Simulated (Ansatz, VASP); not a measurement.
## One calculation of Nb, two programs

INCAR

```
SYSTEM = Nb
ALGO     = Normal         ! electronic algorithm
EDIFF    = 1E-7           ! SCF threshold, eV
EDIFFG   = -0.01          ! ionic threshold
ENCUT    = 500            ! plane-wave cutoff, eV
GGA      = PE             ! functional
GGA_COMPAT= .FALSE.      
IBRION   = 2              ! ionic algorithm
ISIF     = 3              ! what is computed and relaxed
ISMEAR   = -1             ! smearing method
LASPH    = .TRUE.         ! aspherical terms in the spheres
LCHARG   = .FALSE.        ! write CHGCAR
LREAL    = .FALSE.        ! projectors in reciprocal space
LWAVE    = .FALSE.        ! write WAVECAR
NELM     = 120            ! most SCF steps
NELMIN   = 4            
NSW      = 80             ! ionic steps
PREC     = Accurate       ! precision mode
SIGMA    = 0.1            ! smearing width, eV
```

KPOINTS

```
k-points
0
G
  13 13 13
  0 0 0
```

File POSCAR:

```
Nb
1.0
   -1.6639500000      1.6639500000      1.6639500000
    1.6639500000     -1.6639500000      1.6639500000
    1.6639500000      1.6639500000     -1.6639500000
Nb
1
Direct
    0.0000000000      0.0000000000      0.0000000000
```

Input for Ansatz:

```yaml
crystal:
  lattice:
    - [-1.66395, 1.66395, 1.66395]
    - [1.66395, -1.66395, 1.66395]
    - [1.66395, 1.66395, -1.66395]
  atoms:
    - { symbol: Nb, position: [0.0, 0.0, 0.0] }
basis:
  ecutwfc: 517.016338673772
kpoints:
  mp_grid:
    grid: [13, 13, 13]
hamiltonian:
  xc: pbe
  dispersion: none
scf:
  occupations:
    method: fermi_dirac
relax:
  cell: {}
```

Alike in both runs: task relaxation of cell and atoms; functional PBE; k mesh 13 × 13 × 13; no spin polarisation.

|  | VASP | Ansatz |
| --- | --- | --- |
| version | VASP 6.6.1 | Ansatz 0.2.0 |
| potentials or method | VASP PAW PBE potentials, release 64 (Nb_sv), cutoff 500 eV | plane waves, PAW |
| occupations | fermi-dirac, width 0.1 eV | fermi-dirac |
| valence electrons in the cell | 13 | 13 |

```csv
,VASP,Ansatz,Ansatz less VASP
relaxed volume (Å³/atom),18.09,18.12,+0.034
relaxed cell length with the largest relative difference (Å),2.864,2.866,+0.0018
```
